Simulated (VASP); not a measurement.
KCl:

```
K Cl
1.0
     5.34380    0.00000    0.00000
    -2.67190    4.62787    0.00000
     0.00000    0.00000    6.23917
K Cl
2 2
Direct
  0.33333 0.66667 0.93750
  0.66667 0.33333 0.43750
  0.33333 0.66667 0.43750
  0.66667 0.33333 0.93750
```

Base run:

| Property | Result |
| --- | --- |
| Program | VASP 6.6.1 |
| Functional | PBE |
| Potentials or basis | VASP PAW PBE potentials, release 64 (K_sv, Cl) |
| Cutoff | 520 eV |
| k mesh | 6 × 6 × 4 |
| Occupations | fermi-dirac, width 0.02 eV |
| Spin | no spin polarisation |

Its results: band gap on the k mesh 4.77 eV, direct; pressure 0.5 GPa.

Problem. The run is repeated on the same cell with these changes: functional from PBE to r2SCAN; occupations from fermi-dirac, width 0.02 eV to gaussian, width 0.01 eV. What comes out?

Solution. Band gap on the k mesh 5.36 eV, direct; pressure 0.0 GPa.

Caveats: the PAW data sets were made with another functional, which shifts forces and pressure a little (some runs).

A k mesh can miss the band edges.
